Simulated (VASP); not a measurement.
Runs of VASP 6.6.1 on LiCl. The structure is that of space group Fm-3m (No. 225), or close to it. The cells are those of the table. 

| cell | gap on the mesh (eV) |
| --- | --- |
| a = 3.627, b = 3.636 Å, angles 59.9, 59.8, 59.9°, 2 atoms | 6.33 |
| a = 3.627, b = 3.555 Å, angles 60.7, 61.3, 60.7°, 2 atoms | 6.21 |
| a = 3.627, b = 3.654 Å, angles 59.8, 59.5, 59.8°, 2 atoms | 6.29 |
| a = 3.627, b = 3.645 Å, angles 59.8, 59.7, 59.8°, 2 atoms | (a) |
| a = 3.627, b = 3.691 Å, angles 59.4, 58.8, 59.4°, 2 atoms | (b) |

Alike in all rows: task single point; level PBE; potentials or basis VASP PAW PBE potentials, release 64 (Li_sv, Cl); no spin polarisation; k mesh 8 × 8 × 8; cutoff (eV) 520; smearing gaussian 0.05 eV.

Task: Estimate the missing entries.

Result: (a) 6.31; (b) 6.23.

A k mesh can miss the band edges.
